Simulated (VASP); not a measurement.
Write the native input for VASP 6.6.1 that does the following.

```yaml
Task: electric field gradients
Functional: LDA
Potentials_or_basis: VASP PAW LDA potentials, release 64 (Ca_sv, Se)
Cutoff: 520 eV
k_mesh: 9 × 9 × 9
Occupations: fermi-dirac, width 0.03 eV
Spin: no spin polarisation
Dipole_correction: no
Further_INCAR_settings: ALGO = Normal; EDIFF = 1e-08; NBANDS = 15
```

The structure of CaSe lies in POSCAR:

```
CaSe
1.0
    0.0000000000      2.9852016162      2.9405357242
    2.9852016162      0.0000000000      2.9405357242
    2.9852016162      2.9852016162      0.0000000000
Ca Se
1 1
Direct
    0.0000000000      0.0000000000      0.0000000000
    0.5000000000      0.5000000000      0.5000000000
```

This cell differs from its parent crystal: z stretched by -1 % at fixed volume.

These files were run (other wordings do the same):

INCAR

```
SYSTEM = CaSe
  PREC = Accurate
  ENCUT = 520
  EDIFF = 1E-8
  ISMEAR = -1
  SIGMA = 0.03
  LREAL = .FALSE.
  LASPH = .TRUE.
  NELM = 60
  ALGO = Normal
  ISIF = 2
  LWAVE = .FALSE.
  LCHARG = .FALSE.
  GGA = CA
  LEFG = .TRUE.
  NBANDS = 15
```

KPOINTS

```
regular mesh
0
G
  9 9 9
  0 0 0
```

Potentials or basis: VASP PAW LDA potentials, release 64 (Ca_sv, Se).

Command:

```sh
$ cat potpaw_LDA.64/Ca_sv/POTCAR potpaw_LDA.64/Se/POTCAR > POTCAR
$ mpirun -np 1 vasp_std > vasp.out
```

It gave:

The pressure is -3.5 GPa. The band gap on the k mesh is 1.92 eV (least direct gap 2.82 eV) and the largest electric field gradient by atom is Ca -5.2; Se -10.0 V/Å².

Caveat: the cell stands under tension; without QUAD_EFG the Cq values of the log hold for a quadrupole moment of 1 mb, not for the nuclei.

Wall time 23 s on 1 thread of Intel(R) Xeon(R) Platinum 8488C (Sapphire Rapids), with other jobs on the host, peak memory 0.2 GiB.
